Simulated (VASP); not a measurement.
# Ga2GeO4 (I4/mmm) in VASP: single point with PBEsol

Aim: the single point of Ga2GeO4 with PBEsol.

All numbers are computed with VASP 6.6.1; they aren't measurements. Logs are shortened: lines on timing, memory, paths and dates and some standing lists are left out, and cuts for length are marked.

## (1) The cell of the first run

The structure is tetragonal, space group I4/mmm (No. 139). The conventional cell has a = 3.782 Å, b = 3.782 Å, c = 10.781 Å, α = 90.00°, β = 90.00°, γ = 90.00°. Ga (site symmetry 4mm) has 5 O at 1.90 to 2.48 Å within 2.5 Å. Ge (site symmetry 4/mmm) has 6 O at 1.88 to 1.89 Å within 2.5 Å. Within 2.5 Å of O (site symmetry mmm) lie 2 Ge at 1.89 Å and 4 Ga at 2.48 Å. O (site symmetry 4mm) has 1 Ge at 1.88 Å and 1 Ga at 1.90 Å within 2.5 Å.

## (2) Single point, PBEsol

The input, INCAR:

```
PREC = Accurate ; ENCUT = 520
EDIFF = 1E-6 ; ISMEAR = -1
SIGMA = 0.03 ; LREAL = False
LASPH = True ; NELM = 100
ALGO = Normal ; ISIF = 2
LWAVE = False ; LCHARG = False
GGA = PS ; NBANDS = 41
```

The input, KPOINTS:

```
regular mesh
0
Gamma
  8 8 8
```

The input, POSCAR:

```
Ga2GeO4
1.0
   -1.8909657613      1.8909657613      5.3906597816
    1.8909657613     -1.8909657613      5.3906597816
    1.8909657613      1.8909657613     -5.3906597816
Ga Ge O
2 1 4
Direct
    0.6493184588      0.6493184588      0.0000000000
    0.3506815412      0.3506815412      0.0000000000
    0.0000000000      0.0000000000      0.0000000000
    0.0000000000      0.5000000000      0.5000000000
    0.5000000000      0.0000000000      0.5000000000
    0.8255852321      0.8255852321      0.0000000000
    0.1744147679      0.1744147679      0.0000000000
```

Potentials or basis: VASP PAW PBE potentials, release 64 (Ga_d, Ge_d, O).

Launch:

```bash
> cat potpaw_PBE.64/Ga_d/POTCAR potpaw_PBE.64/Ge_d/POTCAR potpaw_PBE.64/O/POTCAR > POTCAR
> mpirun -np 1 vasp_std > vasp.out
```

OUTCAR:

```text
PREC = Accurate
   ENCUT = 520
   EDIFF = 1E-6
   ISMEAR = -1
   LREAL = False
   LASPH = True
   NELM = 100
   ISIF = 2
   GGA = PS

 ion  position               nearest neighbor table
   1  0.649  0.649  0.000-   6 1.90
   2  0.351  0.351  0.000-   7 1.90
   3  0.000  0.000  0.000-   6 1.88   7 1.88   4 1.89   5 1.89   4 1.89   5 1.89
   4  0.000  0.500  0.500-   3 1.89   3 1.89
   5  0.500  0.000  0.500-   3 1.89   3 1.89
   6  0.826  0.826  0.000-   3 1.88   1 1.90
   7  0.174  0.174  0.000-   3 1.88   2 1.90

  LATTYP: Found a body centered tetragonal cell.
 ALAT       =     3.7819315226
 C/A-ratio  =     2.8507442556

  Lattice vectors:

 A1 = (  -1.8909657613,   1.8909657613,   5.3906597816)
 A2 = (   1.8909657613,  -1.8909657613,   5.3906597816)
 A3 = (   1.8909657613,   1.8909657613,  -5.3906597816)

Analysis of symmetry for initial positions (statically):
=====================================================================
 Subroutine PRICEL returns:
 Original cell was already a primitive cell.

 Routine SETGRP: Setting up the symmetry group for a
 body centered tetragonal supercell.

 Subroutine GETGRP returns: Found 16 space group operations
 (whereof 16 operations were pure point group operations)
 out of a pool of 16 trial point group operations.

The static configuration has the point symmetry D_4h.

Analysis of symmetry for dynamics (positions and initial velocities):
=====================================================================
 Subroutine PRICEL returns:
 Original cell was already a primitive cell.

 Routine SETGRP: Setting up the symmetry group for a
 body centered tetragonal supercell.

 Subroutine GETGRP returns: Found 16 space group operations
 (whereof 16 operations were pure point group operations)
 out of a pool of 16 trial point group operations.

The dynamic configuration has the point symmetry D_4h.

 Subroutine INISYM returns: Found 16 space group operations
 (whereof 16 operations are pure point group operations),
 and found     1 'primitive' translations

----------------------------------------------------------------------------------------

                                     Primitive cell

  volume of cell :      77.1026

  direct lattice vectors                    reciprocal lattice vectors
    -1.890965761  1.890965761  5.390659782     0.000000000  0.264415152  0.092753025
     1.890965761 -1.890965761  5.390659782     0.264415152  0.000000000  0.092753025
     1.890965761  1.890965761 -5.390659782     0.264415152  0.264415152  0.000000000

  length of vectors
     6.017534038  6.017534038  6.017534038     0.280211521  0.280211521  0.373939495

  position of ions in fractional coordinates (direct lattice)
     0.649318459  0.649318459  0.000000000
     0.350681541  0.350681541  0.000000000
     0.000000000  0.000000000  0.000000000
     0.000000000  0.500000000  0.500000000
     0.500000000  0.000000000  0.500000000
     0.825585232  0.825585232  0.000000000
     0.174414768  0.174414768  0.000000000

  ion indices of the primitive-cell ions
   primitive index   ion index
                 1           1
                 2           2
                 3           3
                 4           4
                 5           5
                 6           6
                 7           7

----------------------------------------------------------------------------------------

 KPOINTS: regular mesh

Automatic generation of k-mesh.
 Grid dimensions read from file:
 generate k-points for:    8    8    8

 Generating k-lattice:

  Cartesian coordinates                     Fractional coordinates (reciprocal lattice)
     0.000000000  0.033051894  0.011594128     0.125000000  0.000000000  0.000000000
     0.033051894  0.000000000  0.011594128     0.000000000  0.125000000  0.000000000
     0.033051894  0.033051894  0.000000000     0.000000000  0.000000000  0.125000000

  Length of vectors
     0.035026440  0.035026440  0.046742437

  Shift w.r.t. Gamma in fractional coordinates (k-lattice)
     0.000000000  0.000000000  0.000000000

 Subroutine IBZKPT returns following result:
 ===========================================

 Found     59 irreducible k-points:

 Following reciprocal coordinates:
            Coordinates               Weight
  0.000000  0.000000  0.000000      1.000000
  0.125000  0.000000 -0.000000      8.000000
  0.250000  0.000000 -0.000000      8.000000
  0.375000  0.000000  0.000000      8.000000
  0.500000  0.000000 -0.000000      4.000000
  0.125000  0.125000 -0.000000      8.000000
[... 16 lines left out ...]
  0.250000  0.125000  0.125000     16.000000
  0.375000  0.125000  0.125000      8.000000
 [... further k-points ...]
   k-points           NKPTS =     59   k-points in BZ     NKDIM =     59   number of bands    NBANDS=     41
   number of dos      NEDOS =    301   number of ions     NIONS =      7
   total plane-waves  NPLWV = 110592
   dimension x,y,z NGX =    48 NGY =   48 NGZ =   48
   dimension x,y,z NGXF=    96 NGYF=   96 NGZF=   96
   ions per type =               2   1   4
   NGX,Y,Z   is equivalent  to a cutoff of  13.26, 13.26, 13.26 a.u.
   NGXF,Y,Z  is equivalent  to a cutoff of  26.52, 26.52, 26.52 a.u.
 SYSTEM =  unknown system
   PREC   = accura    normal or accurate (medium, high low for compatibility)
   ISTART =      0    job   : 0-new  1-cont  2-samecut
   ICHARG =      2    charge: 1-file 2-atom 10-const
   ISPIN  =      1    spin polarized calculation?
   LNONCOLLINEAR =      F non collinear calculations
   LSORBIT =      F    spin-orbit coupling
   LASPH  =      T    aspherical Exc in radial PAW
   ENCUT  =  520.0 eV  38.22 Ry    6.18 a.u.  11.19 11.19 11.19*2*pi/ulx,y,z
   NELM   =    100;   NELMIN=  2; NELMDL= -5     # of ELM steps
   EDIFF  = 0.1E-05   stopping-criterion for ELM
   LREAL  =      F    real-space projection
   EDIFFG = 0.1E-04   stopping-criterion for IOM
   NSW    =      0    number of steps for IOM
   IBRION =     -1    ionic relax: 0-MD 1-quasi-New 2-CG
   NFREE  =      0    steps in history (QN), initial steepest desc. (CG)
   ISIF   =      2    stress and relaxation
   ISYM   =      2    0-nonsym 1-usesym 2-fastsym
   POTIM  = 0.5000    time-step for ionic-motion
   TEBEG  =    0.0;   TEEND  =   0.0 temperature during run
   PSTRESS=    0.0 pullay stress
   NELECT =      64.0000    total number of electrons
   NUPDOWN=      -1.0000    fix difference up-down
   EMIN   =  10.00;   EMAX   =-10.00  energy-range for DOS
   EFERMI =   0.00;   METHOD = LEGACY
   ISMEAR =    -1;   SIGMA  =   0.03  broadening in eV -4-tet -1-fermi 0-gaus
   EFERMI_NEDOS =   21; number of points for ismear=-14 and -15
   IALGO  =     38    algorithm
   IMIX   =      4    mixing-type and parameters
     AMIX     =   0.40;   BMIX     =  1.00
     AMIX_MAG =   1.60;   BMIX_MAG =  1.00
  volume/ion in A,a.u.               =      11.01        74.33
  Fermi-wavevector in a.u.,A,eV,Ry     =   1.538550  2.907439 32.206861  2.367137
  Thomas-Fermi vector in A             =   2.644903
   LORBIT       =      0    0 simple, 1 ext, 2 COOP (PROOUT), +10 PAW based schemes
   GGA     = PS    functional components
   LHFCALC =     F    Hartree Fock is set to
   AEXX    =    0.0000 exact exchange contribution
   IVDW    =     0    specifies the selected vdW correction
   LEPSILON=     F    determine dielectric tensor
   LRPA    =     F    only Hartree local field effects (RPA)
 non-spin polarized calculation
  energy-cutoff  :      520.00
  volume of cell :       77.10
 maximum number of plane-waves:      2093
 NGX is ok and might be reduce to    48
   NGX = 23   NGY = 23   NGZ = 23

 number of electron      63.9999995 magnetization

 Free energy of the ion-electron system (eV)
  ---------------------------------------------------
  ext. energy  EPLUGINS =         0.00000000
  ---------------------------------------------------
  free energy    TOTEN  =       -39.69036811 eV

  energy without entropy =      -39.68505943  energy(sigma->0) =      -39.68771377

 E-fermi :   6.4943     XC(G=0): -11.9821

 val. band max:        6.4327693548   @ k =  -0.3750  -0.3750   0.1250
 cond. band min:       6.4978597027   @ k =   0.2500   0.1250  -0.0000
 fundamental gap:      0.0650903479
 Fermi energy:         6.4942767809

 k-point     1 :       0.0000    0.0000    0.0000
  band No.  band energies     occupation
      1     -19.6763      2.00000
      2     -19.5650      2.00000
      3     -19.3197      2.00000
      4     -19.2783      2.00000
      5     -19.2783      2.00000
      6     -15.3371      2.00000
[... 33 lines left out ...]
     40      13.8940      0.00000
     41      15.5701      0.00000

 k-point     2 :       0.1250    0.0000   -0.0000
  band No.  band energies     occupation
      1     -19.6640      2.00000
      2     -19.5584      2.00000
      3     -19.3211      2.00000
      4     -19.2797      2.00000
      5     -19.2783      2.00000
      6     -15.2469      2.00000
[... 33 lines left out ...]
     40      14.3905      0.00000
     41      15.5021      0.00000

 k-point     3 :       0.2500    0.0000   -0.0000
  band No.  band energies     occupation
      1     -19.6408      2.00000
      2     -19.5360      2.00000
      3     -19.3244      2.00000
      4     -19.2832      2.00000
      5     -19.2782      2.00000
      6     -14.9793      2.00000
[... 33 lines left out ...]
     40      15.2448      0.00000
     41      15.4388      0.00000

 k-point     4 :       0.3750    0.0000    0.0000
  band No.  band energies     occupation
      1     -19.6262      2.00000
      2     -19.5047      2.00000
      3     -19.3277      2.00000
      4     -19.2866      2.00000
      5     -19.2781      2.00000
      6     -14.5572      2.00000
[... 825 lines left out ...]
     40      14.9007      0.00000
     41      16.1580      0.00000

 k-point    23 :       0.2500    0.1250    0.1250
  band No.  band energies     occupation
      1     -19.5578      2.00000
      2     -19.5042      2.00000
      3     -19.3329      2.00000
      4     -19.2864      2.00000
      5     -19.2828      2.00000
      6     -14.2984      2.00000
[... 33 lines left out ...]
     40      14.5912      0.00000
     41      15.0601      0.00000

 k-point    24 :       0.3750    0.1250    0.1250
  band No.  band energies     occupation
      1     -19.5528      2.00000
      2     -19.4891      2.00000
      3     -19.3344      2.00000
      4     -19.2877      2.00000
      5     -19.2827      2.00000
      6     -13.9580      2.00000
[... 33 lines left out ...]
     40      13.8384      0.00000
     41      14.9947      0.00000

 [... further k-points ...]

------------------------ aborting loop because EDIFF is reached ----------------------------------------

  FORCE on cell =-STRESS in cart. coord.  units (eV):
  Direction    XX          YY          ZZ          XY          YZ          ZX
  --------------------------------------------------------------------------------------
  -------------------------------------------------------------------------------------
  Total        0.0319488      0.0319488      0.1113215      0.0000000      0.0000000      0.0000000
  in kB        0.6638896      0.6638896      2.3132382      0.0000000      0.0000000      0.0000000
  external PRESSURE =       1.2136725 kB  Pullay stress =       0.0000000 kB

 VOLUME and BASIS-vectors are now :
 -----------------------------------------------------------------------------
  energy-cutoff  :      520.00
  volume of cell :       77.10
      direct lattice vectors                 reciprocal lattice vectors
    -1.890965761  1.890965761  5.390659782     0.000000000  0.264415152  0.092753025
     1.890965761 -1.890965761  5.390659782     0.264415152  0.000000000  0.092753025
     1.890965761  1.890965761 -5.390659782     0.264415152  0.264415152  0.000000000

 POSITION                                       TOTAL-FORCE (eV/Angst)
 -----------------------------------------------------------------------------------
      0.00000      0.00000      7.00051         0.000000      0.000000      0.005229
      0.00000      0.00000      3.78081         0.000000      0.000000     -0.005229
      0.00000      0.00000      0.00000        -0.000000     -0.000000      0.000000
      1.89097      0.00000      0.00000        -0.000000     -0.000000      0.000000
      0.00000      1.89097      0.00000        -0.000000     -0.000000      0.000000
      0.00000      0.00000      8.90090        -0.000000     -0.000000     -0.002910
      0.00000      0.00000      1.88042        -0.000000     -0.000000      0.002910
 -----------------------------------------------------------------------------------
    total drift:                                0.000000      0.000000     -0.000000

  FREE ENERGIE OF THE ION-ELECTRON SYSTEM (eV)
  ---------------------------------------------------
  free  energy   TOTEN  =       -39.6903681075 eV

  energy  without entropy=      -39.6850594309  energy(sigma->0) =      -39.68771377
```

It took 11 min on 1 thread of Intel Xeon 8259CL, shared host; peak memory 0.43 GiB.

What came out:

* Free energy: -39.6904 eV
* Pressure: 0.1 GPa
* Largest force: 0.005 eV/Å
* Band gap on the k mesh: zero (bands 32 and 33 overlap by 1.24 eV)

Forces in eV/Å, atoms in the order of the input:
```
Ga   0.000  0.000  0.005
Ga   0.000  0.000 -0.005
Ge   0.000  0.000  0.000
O    0.000  0.000  0.000
O    0.000  0.000  0.000
O    0.000  0.000 -0.003
O    0.000  0.000  0.003
```

Levels at points of the mesh, in eV from the Fermi level:
```csv
k point,band 30,band 31,band 32,band 33,band 34,band 35
"(0.00, 0.00, 0.00)",-3.25,-2.92,-2.92,0.25,0.69,4.24
"(0.50, 0.00, 0.00)",-3.36,-2.82,0.49,0.51,2.61,3.78
"(0.50, 0.50, 0.00)",-2.66,-2.30,-1.88,0.73,4.22,4.67
"(0.50, 0.50, 0.50)",-3.37,-3.37,-3.24,0.57,0.97,5.39
```

Caveat: the PAW data sets were made with another functional, which shifts forces and pressure a little.
